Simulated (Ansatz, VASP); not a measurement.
**Al: VASP beside Ansatz**

```
Al
1.0
    -1.59122    1.59122    1.59122
     1.59122   -1.59122    1.59122
     1.59122    1.59122   -1.59122
Al
1
Direct
  0.04800 0.62300 0.23600
```

Alike in both runs: task single point; functional PBE; k mesh 10 × 10 × 10; occupations gaussian, width 0.1 eV; no spin polarisation.

|  | VASP | Ansatz |
| --- | --- | --- |
| version | VASP 6.6.1 | Ansatz 0.2.0 |
| potentials or method | VASP PAW PBE potentials, release 64 (Al), cutoff 500 eV | scalar-relativistic, plane waves, PAW |
| valence electrons in the cell | 3 | 3 |

|  | VASP | Ansatz | Ansatz less VASP |
| --- | --- | --- | --- |
| gap on the k mesh at the Fermi level (eV) | none | none | - |
| pressure (GPa) | 4.3 | 4.3 | +0.02 |

A gap of «none» marks a metal or a gap that the smearing closes. With one functional, cell and mesh, what is left measures potentials, basis and numerics.
